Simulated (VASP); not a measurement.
# Cd3AgF (Cmmm) in VASP: single point with PBE

Aim: the single point of Cd3AgF with PBE.

Everything below comes from runs of VASP 6.6.1. Logs are shortened: lines on timing, memory, paths and dates and some standing lists are left out, and cuts for length are marked.

## Step 1: The cell of the first run

The structure is orthorhombic, space group Cmmm (No. 65). Conventional cell: a = 5.858 Å, b = 7.725 Å, c = 4.947 Å, α = 90.00°, β = 90.00°, γ = 90.00°. Cd (site symmetry m2m) has 3 F at 2.42 to 3.26 Å and 2 Ag at 2.86 Å and 3 Cd at 2.88 to 3.09 Å within 3.3 Å. Within 3.3 Å of Cd (site symmetry mmm) lie 2 F at 2.47 Å and 2 Ag at 2.93 Å. Within 3.9 Å of Ag (site symmetry mmm) lie 8 Cd at 2.86 to 3.86 Å and 4 F at 3.83 Å. F (site symmetry mmm) has 8 Cd at 2.42 to 3.26 Å within 3.3 Å.

The cell was generated, and may not be a known phase.

## Step 2: Single point, PBE, collinear spin

INCAR reads:

```
ALGO = Normal
EDIFF = 1E-6
ENCUT = 520
GGA = PE
ISIF = 2
ISMEAR = 0
ISPIN = 2
LASPH = True
LCHARG = False
LMAXMIX = 4
LORBIT = 11
LREAL = False
LWAVE = False
MAGMOM = 0 0 0 1 0
NBANDS = 39
NELM = 150
PREC = Accurate
SIGMA = 0.1
```

KPOINTS reads:

```
k-points
0
Gamma
  4 4 4
```

POSCAR reads:

```
Cd3AgF
1.0
    2.9291609568     -3.8626017835      0.0000000000
    2.9291609568      3.8626017835      0.0000000000
    0.0000000000      0.0000000000      4.9467863482
Cd Ag F
3 1 1
Direct
    0.6866797332      0.3133202668      0.5000000000
    0.3133202668      0.6866797332      0.5000000000
    0.0000000000      0.0000000000      0.0000000000
    0.5000000000      0.5000000000      0.0000000000
    0.0000000000      0.0000000000      0.5000000000
```

Potentials or basis: VASP PAW PBE potentials, release 64 (Cd, Ag, F).

Run with:

```sh
cat potpaw_PBE.64/Cd/POTCAR potpaw_PBE.64/Ag/POTCAR potpaw_PBE.64/F/POTCAR > POTCAR
mpirun -np 1 vasp_std > vasp.out
```

OUTCAR:

```text
EDIFF = 1E-6
   ENCUT = 520
   GGA = PE
   ISIF = 2
   ISMEAR = 0
   ISPIN = 2
   LASPH = True
   LORBIT = 11
   LREAL = False
   NELM = 150
   PREC = Accurate

 ion  position               nearest neighbor table
   1  0.687  0.313  0.500-   5 2.42   4 2.86   4 2.86   2 2.88   2 3.09   2 3.09   3 3.46   3 3.46

   2  0.313  0.687  0.500-   5 2.42   4 2.86   4 2.86   1 2.88   1 3.09   1 3.09   3 3.46   3 3.46

   3  0.000  0.000  0.000-   5 2.47   5 2.47   4 2.93   4 2.93   1 3.46   2 3.46   1 3.46   2 3.46

   4  0.500  0.500  0.000-   1 2.86   2 2.86   1 2.86   2 2.86   3 2.93   3 2.93
   5  0.000  0.000  0.500-   1 2.42   2 2.42   3 2.47   3 2.47

  LATTYP: Found a base centered orthorhombic cell.
 ALAT       =     5.8583219136
 B/A-ratio  =     1.3186717427
 C/A-ratio  =     0.8444032986

  Lattice vectors:

 A1 = (   2.9291609568,  -3.8626017835,   0.0000000000)
 A2 = (   2.9291609568,   3.8626017835,   0.0000000000)
 A3 = (   0.0000000000,   0.0000000000,   4.9467863482)

Analysis of symmetry for initial positions (statically):
=====================================================================
 Subroutine PRICEL returns:
 Original cell was already a primitive cell.

 Routine SETGRP: Setting up the symmetry group for a
 base centered orthorhombic supercell.

 Subroutine GETGRP returns: Found  8 space group operations
 (whereof  8 operations were pure point group operations)
 out of a pool of  8 trial point group operations.

The static configuration has the point symmetry D_2h.

Analysis of symmetry for dynamics (positions and initial velocities):
=====================================================================
 Subroutine PRICEL returns:
 Original cell was already a primitive cell.

 Routine SETGRP: Setting up the symmetry group for a
 base centered orthorhombic supercell.

 Subroutine GETGRP returns: Found  8 space group operations
 (whereof  8 operations were pure point group operations)
 out of a pool of  8 trial point group operations.

The dynamic configuration has the point symmetry D_2h.

Analysis of structural, dynamic, and magnetic symmetry:
=====================================================================
 Subroutine PRICEL returns:
 Original cell was already a primitive cell.

 Routine SETGRP: Setting up the symmetry group for a
 base centered orthorhombic supercell.

 Subroutine GETGRP returns: Found  8 space group operations
 (whereof  8 operations were pure point group operations)
 out of a pool of  8 trial point group operations.

The overall configuration has the point symmetry D_2h.

 Subroutine INISYM returns: Found  8 space group operations
 (whereof  8 operations are pure point group operations),
 and found     1 'primitive' translations

----------------------------------------------------------------------------------------

                                     Primitive cell

  volume of cell :     111.9377

  direct lattice vectors                    reciprocal lattice vectors
     2.929160957 -3.862601784  0.000000000     0.170697346 -0.129446427  0.000000000
     2.929160957  3.862601784  0.000000000     0.170697346  0.129446427  0.000000000
     0.000000000  0.000000000  4.946786348     0.000000000  0.000000000  0.202151443

  length of vectors
     4.847646486  4.847646486  4.946786348     0.214228759  0.214228759  0.202151443

  position of ions in fractional coordinates (direct lattice)
     0.686679733  0.313320267  0.500000000
     0.313320267  0.686679733  0.500000000
     0.000000000  0.000000000  0.000000000
     0.500000000  0.500000000  0.000000000
     0.000000000  0.000000000  0.500000000

  ion indices of the primitive-cell ions
   primitive index   ion index
                 1           1
                 2           2
                 3           3
                 4           4
                 5           5

----------------------------------------------------------------------------------------

 KPOINTS: k-points

Automatic generation of k-mesh.
 Grid dimensions read from file:
 generate k-points for:    4    4    4

 Generating k-lattice:

  Cartesian coordinates                     Fractional coordinates (reciprocal lattice)
     0.042674336 -0.032361607  0.000000000     0.250000000 -0.000000000  0.000000000
     0.042674336  0.032361607  0.000000000    -0.000000000  0.250000000  0.000000000
     0.000000000  0.000000000  0.050537861     0.000000000  0.000000000  0.250000000

  Length of vectors
     0.053557190  0.053557190  0.050537861

  Shift w.r.t. Gamma in fractional coordinates (k-lattice)
     0.000000000  0.000000000  0.000000000

 Subroutine IBZKPT returns following result:
 ===========================================

 Found     21 irreducible k-points:

 Following reciprocal coordinates:
            Coordinates               Weight
  0.000000  0.000000  0.000000      1.000000
  0.250000  0.000000  0.000000      4.000000
  0.500000  0.000000  0.000000      2.000000
  0.250000  0.250000  0.000000      2.000000
  0.500000  0.250000  0.000000      4.000000
 -0.250000  0.250000  0.000000      2.000000
[... 13 lines left out ...]
 -0.250000  0.250000  0.500000      2.000000
  0.500000  0.500000  0.500000      1.000000
   k-points           NKPTS =     21   k-points in BZ     NKDIM =     21   number of bands    NBANDS=     39
   number of dos      NEDOS =    301   number of ions     NIONS =      5
   total plane-waves  NPLWV =  51840
   dimension x,y,z NGX =    36 NGY =   36 NGZ =   40
   dimension x,y,z NGXF=    72 NGYF=   72 NGZF=   80
   ions per type =               3   1   1
   NGX,Y,Z   is equivalent  to a cutoff of  12.35, 12.35, 13.44 a.u.
   NGXF,Y,Z  is equivalent  to a cutoff of  24.69, 24.69, 26.89 a.u.
 SYSTEM =  unknown system
   PREC   = accura    normal or accurate (medium, high low for compatibility)
   ISTART =      0    job   : 0-new  1-cont  2-samecut
   ICHARG =      2    charge: 1-file 2-atom 10-const
   ISPIN  =      2    spin polarized calculation?
   LNONCOLLINEAR =      F non collinear calculations
   LSORBIT =      F    spin-orbit coupling
   LASPH  =      T    aspherical Exc in radial PAW
   ENCUT  =  520.0 eV  38.22 Ry    6.18 a.u.   9.01  9.01  9.20*2*pi/ulx,y,z
   NELM   =    150;   NELMIN=  2; NELMDL= -5     # of ELM steps
   EDIFF  = 0.1E-05   stopping-criterion for ELM
   LREAL  =      F    real-space projection
   EDIFFG = 0.1E-04   stopping-criterion for IOM
   NSW    =      0    number of steps for IOM
   IBRION =     -1    ionic relax: 0-MD 1-quasi-New 2-CG
   NFREE  =      0    steps in history (QN), initial steepest desc. (CG)
   ISIF   =      2    stress and relaxation
   ISYM   =      2    0-nonsym 1-usesym 2-fastsym
   POTIM  = 0.5000    time-step for ionic-motion
   TEBEG  =    0.0;   TEEND  =   0.0 temperature during run
   PSTRESS=    0.0 pullay stress
   NELECT =      54.0000    total number of electrons
   NUPDOWN=      -1.0000    fix difference up-down
   EMIN   =  10.00;   EMAX   =-10.00  energy-range for DOS
   EFERMI =   0.00;   METHOD = LEGACY
   ISMEAR =     0;   SIGMA  =   0.10  broadening in eV -4-tet -1-fermi 0-gaus
   EFERMI_NEDOS =   21; number of points for ismear=-14 and -15
   IALGO  =     38    algorithm
   IMIX   =      4    mixing-type and parameters
     AMIX     =   0.40;   BMIX     =  1.00
     AMIX_MAG =   1.60;   BMIX_MAG =  1.00
  volume/ion in A,a.u.               =      22.39       151.08
  Fermi-wavevector in a.u.,A,eV,Ry     =   1.283948  2.426309 22.429497  1.648522
  Thomas-Fermi vector in A             =   2.416170
   LORBIT       =     11    0 simple, 1 ext, 2 COOP (PROOUT), +10 PAW based schemes
   GGA     = PE    functional components
   LHFCALC =     F    Hartree Fock is set to
   AEXX    =    0.0000 exact exchange contribution
   IVDW    =     0    specifies the selected vdW correction
   LEPSILON=     F    determine dielectric tensor
   LRPA    =     F    only Hartree local field effects (RPA)
 spin polarized calculation
 Gauss-broadening in eV      SIGMA  =   0.10
  energy-cutoff  :      520.00
  volume of cell :      111.94
 maximum number of plane-waves:      3030
   NGX = 19   NGY = 19   NGZ = 19

 number of electron      54.0000021 magnetization       0.0005248

 number of electron      54.0000021 magnetization      -0.0000066

 Free energy of the ion-electron system (eV)
  ---------------------------------------------------
  ext. energy  EPLUGINS =         0.00000000
  ---------------------------------------------------
  free energy    TOTEN  =        -8.63905307 eV

  energy without entropy =       -8.63691397  energy(sigma->0) =       -8.63798352

 E-fermi :   2.0563     XC(G=0):  -9.9917

 val. band max:        2.0506747190   @ k =   0.2500   0.2500   0.5000
 cond. band min:       2.2851752530   @ k =   0.5000   0.5000   0.2500
 fundamental gap:      0.2345005340
 Fermi energy:         2.0563421277

 spin component 1

 k-point     1 :       0.0000    0.0000    0.0000
  band No.  band energies     occupation
      1     -21.0325      1.00000
      2      -6.8041      1.00000
      3      -6.5972      1.00000
      4      -6.5805      1.00000
      5      -6.5034      1.00000
      6      -6.4472      1.00000
[... 31 lines left out ...]
     38      11.2580      0.00000
     39      11.7350      0.00000

 k-point     2 :       0.2500    0.0000    0.0000
  band No.  band energies     occupation
      1     -21.0310      1.00000
      2      -6.8663      1.00000
      3      -6.6960      1.00000
      4      -6.5656      1.00000
      5      -6.4848      1.00000
      6      -6.4471      1.00000
[... 787 lines left out ...]
     38      12.4667      0.00000
     39      14.9579      0.00000

 k-point    21 :       0.5000    0.5000    0.5000
  band No.  band energies     occupation
      1     -21.0079      1.00000
      2      -6.8042      1.00000
      3      -6.6740      1.00000
      4      -6.5842      1.00000
      5      -6.5370      1.00000
      6      -6.4510      1.00000
[... 31 lines left out ...]
     38      14.4809      0.00000
     39      14.6025      0.00000
 Fermi energy:         2.0563421277

 spin component 2

 k-point     1 :       0.0000    0.0000    0.0000
  band No.  band energies     occupation
      1     -21.0325      1.00000
      2      -6.8041      1.00000
      3      -6.5972      1.00000
      4      -6.5805      1.00000
      5      -6.5034      1.00000
      6      -6.4472      1.00000
[... 31 lines left out ...]
     38      11.2580      0.00000
     39      11.7350      0.00000

 k-point     2 :       0.2500    0.0000    0.0000
  band No.  band energies     occupation
      1     -21.0310      1.00000
      2      -6.8663      1.00000
      3      -6.6960      1.00000
      4      -6.5656      1.00000
      5      -6.4847      1.00000
      6      -6.4471      1.00000
[... 787 lines left out ...]
     38      12.4667      0.00000
     39      14.9579      0.00000

 k-point    21 :       0.5000    0.5000    0.5000
  band No.  band energies     occupation
      1     -21.0079      1.00000
      2      -6.8042      1.00000
      3      -6.6740      1.00000
      4      -6.5842      1.00000
      5      -6.5370      1.00000
      6      -6.4510      1.00000
[... 31 lines left out ...]
     38      14.4809      0.00000
     39      14.6025      0.00000

------------------------ aborting loop because EDIFF is reached ----------------------------------------

  FORCE on cell =-STRESS in cart. coord.  units (eV):
  Direction    XX          YY          ZZ          XY          YZ          ZX
  --------------------------------------------------------------------------------------
  -------------------------------------------------------------------------------------
  Total        0.0843318      0.2370770      0.1639074      0.0000000      0.0000000      0.0000000
  in kB        1.2070506      3.3933106      2.3460261      0.0000000      0.0000000      0.0000000
  external PRESSURE =       2.3154624 kB  Pullay stress =       0.0000000 kB

 VOLUME and BASIS-vectors are now :
 -----------------------------------------------------------------------------
  energy-cutoff  :      520.00
  volume of cell :      111.94
      direct lattice vectors                 reciprocal lattice vectors
     2.929160957 -3.862601784  0.000000000     0.170697346 -0.129446427  0.000000000
     2.929160957  3.862601784  0.000000000     0.170697346  0.129446427  0.000000000
     0.000000000  0.000000000  4.946786348     0.000000000  0.000000000  0.202151443

 POSITION                                       TOTAL-FORCE (eV/Angst)
 -----------------------------------------------------------------------------------
      2.92916     -1.44214      2.47339         0.000000      0.014768     -0.000000
      2.92916      1.44214      2.47339         0.000000     -0.014768      0.000000
      0.00000      0.00000      0.00000         0.000000      0.000000      0.000000
      2.92916      0.00000      0.00000        -0.000000      0.000000      0.000000
      0.00000      0.00000      2.47339         0.000000      0.000000      0.000000
 -----------------------------------------------------------------------------------
    total drift:                               -0.000000      0.000000      0.000000

  FREE ENERGIE OF THE ION-ELECTRON SYSTEM (eV)
  ---------------------------------------------------
  free  energy   TOTEN  =        -8.6390530724 eV

  energy  without entropy=       -8.6369139689  energy(sigma->0) =       -8.63798352

 total charge

# of ion       s       p       d       tot
------------------------------------------
    1        0.561   0.191   9.520  10.273
    2        0.561   0.191   9.520  10.273
    3        0.505   0.145   9.548  10.198
    4        0.481   0.209   9.144   9.834
    5        1.755   4.290   0.000   6.045
--------------------------------------------------
tot          3.863   5.026  37.733  46.622

 magnetization (x)

# of ion       s       p       d       tot
------------------------------------------
    1        0.000   0.000  -0.000   0.000
    2        0.000   0.000  -0.000   0.000
    3       -0.000  -0.000  -0.000  -0.000
    4       -0.000  -0.000  -0.000  -0.000
    5        0.000  -0.000   0.000  -0.000
--------------------------------------------------
tot         -0.000  -0.000  -0.000  -0.000
```

Run time: 2.7 min. Hardware: 1 thread of Intel Xeon Platinum 8259CL at 2.50GHz (Skylake/Cascade Lake), shared host; peak memory 0.34 GiB.

What came out:

```
Free energy                                           : -8.6391 eV
Pressure                                              : 0.2 GPa
Largest force                                         : 0.015 eV/Å
Band gap on the k mesh                                : zero (filled and empty bands overlap)
Net moment                                            : 0.00 μB per cell
Valence electrons inside the program's atomic spheres : Cd 10.27, 10.20 (each value once); Ag 9.83; F 6.04
```

Forces on the atoms (eV/Å):
```
Cd   0.000  0.015  0.000
Cd   0.000 -0.015  0.000
Cd   0.000  0.000  0.000
Ag   0.000  0.000  0.000
F    0.000  0.000  0.000
```

The gap in the log of VASP goes by the Fermi energy; the results here count the filled bands.